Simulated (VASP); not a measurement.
Write the native input for VASP 6.6.1 that does the following.

```
Task                   : relaxation of cell and atoms
Functional             : PBE
Potentials or basis    : VASP PAW PBE potentials, release 64 (Mg, S)
Cutoff                 : 600 eV
k mesh                 : 12 × 12 × 4
Occupations            : gaussian, width 0.1 eV
Spin                   : no spin polarisation
Dipole correction      : no
Further INCAR settings : ALGO = Normal; EDIFF = 1e-06; IBRION = 2; EDIFFG = -0.01; NSW = 100; ISIF = 3
```

The structure of MgS5 lies in POSCAR:

```
MgS5
1.0
    4.7183642284      0.0000000000      0.0000000000
   -2.3591821142      4.0862232861      0.0000000000
    0.0000000000      0.0000000000      9.1664187896
Mg S
1 5
Direct
    0.0000000000      0.0000000000      0.5000000000
    0.5000000000      0.0000000000      0.0000000000
    0.0000000000      0.5000000000      0.0000000000
    0.5000000000      0.5000000000      0.0000000000
    0.0000000000      0.0000000000      0.7491958549
    0.0000000000      0.0000000000      0.2508041451
```

One way to write it, as run:

INCAR

```
SYSTEM = MgS5
ALGO = Normal
EDIFF = 1E-6
EDIFFG = -0.01
ENCUT = 600
GGA = PE
IBRION = 2
ISIF = 3
ISMEAR = 0
LASPH = .TRUE.
LCHARG = .FALSE.
LREAL = .FALSE.
LWAVE = .FALSE.
NELM = 100
NSW = 100
PREC = Accurate
SIGMA = 0.1
```

KPOINTS

```
k-points
0
G
  12 12 4
  0 0 0
```

Potentials or basis: VASP PAW PBE potentials, release 64 (Mg, S).

The run is started by

```bash
$ cat potpaw_PBE.64/Mg/POTCAR potpaw_PBE.64/S/POTCAR > POTCAR
$ mpirun -np 1 vasp_std > vasp.out
```

It gave:

```json
{
  "Relaxed volume": "29.39 Å³/atom",
  "Relaxed cell": "a = 4.693 Å, b = 4.693 Å, c = 9.243 Å, α = 90.00°, β = 90.00°, γ = 120.00°",
  "Space group after relaxing (to 0.05 Å)": "P6/mmm (No. 191)",
  "Energy gained by relaxing": "0.2 meV/atom",
  "Ionic steps": "9",
  "Pressure after relaxing": "0.0 GPa",
  "Largest force after relaxing": "0.007 eV/Å",
  "Band gap on the k mesh": "zero (band 16 reaches 0.95 eV, above the bottom of band 17 at 0.60 eV)"
}
```

It took 19 min on 1 thread of Intel Xeon 6975P-C, on a shared host, peak memory 0.52 GiB.
